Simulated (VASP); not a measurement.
Write the native input for VASP 6.6.1 that does the following.

```
Task                   : single point
Functional             : PBE
Potentials or basis    : VASP PAW PBE potentials, release 64 (Zr_sv, H)
Cutoff                 : 500 eV
k mesh                 : 5 × 5 × 3
Occupations            : gaussian, width 0.2 eV
Spin                   : no spin polarisation
Dipole correction      : no
Further INCAR settings : ALGO = Normal; EDIFF = 1e-06; NBANDS = 18
```

The structure of ZrH5 lies in POSCAR:

```
ZrH5
1.0
    3.2602954619      0.0000000000      0.0000000000
   -1.6301477310      2.8234986939      0.0000000000
    0.0000000000      0.0000000000      5.6078464130
Zr H
1 5
Direct
    0.0000000000      0.0000000000      0.5000000000
    0.0000000000      0.0000000000      0.8382306084
    0.0000000000      0.0000000000      0.1617693916
    0.3333333333      0.6666666667      0.0000000000
    0.6666666667      0.3333333333      0.0000000000
    0.0000000000      0.0000000000      0.0000000000
```

The cell was built from a structure type or drawn by symmetry, and may not be a known phase.

The input as run:

INCAR

```
SYSTEM = ZrH5
PREC = Accurate
ENCUT = 500
EDIFF = 1E-6
ISMEAR = 0
SIGMA = 0.2
LREAL = .False.
LASPH = .True.
NELM = 120
ALGO = Normal
ISIF = 2
LWAVE = .False.
LCHARG = .True.
GGA = PE
LELF = .True.
LVHAR = .True.
NBANDS = 18
GGA_COMPAT = .False.
```

KPOINTS

```
Automatic mesh
0
Gamma
  5 5 3
  0 0 0
```

Potentials or basis: VASP PAW PBE potentials, release 64 (Zr_sv, H).

The run is started by

```console
$ cat potpaw_PBE.64/Zr_sv/POTCAR potpaw_PBE.64/H/POTCAR > POTCAR
$ mpirun -np 1 vasp_std > vasp.out
```

It gave:

```yaml
Pressure: -0.4 GPa
Largest_force: 0.056 eV/Å
Band_gap_on_the_k_mesh: zero (an odd number of electrons rules out a gap without spin polarisation)
```

Caveat: the k points lie up to 0.45 Å⁻¹ apart, too coarse for converged energies and pressures of a metal.

Wall time 21 s on 1 thread of AMD EPYC 7571, with other jobs on the host, peak memory 0.13 GiB.
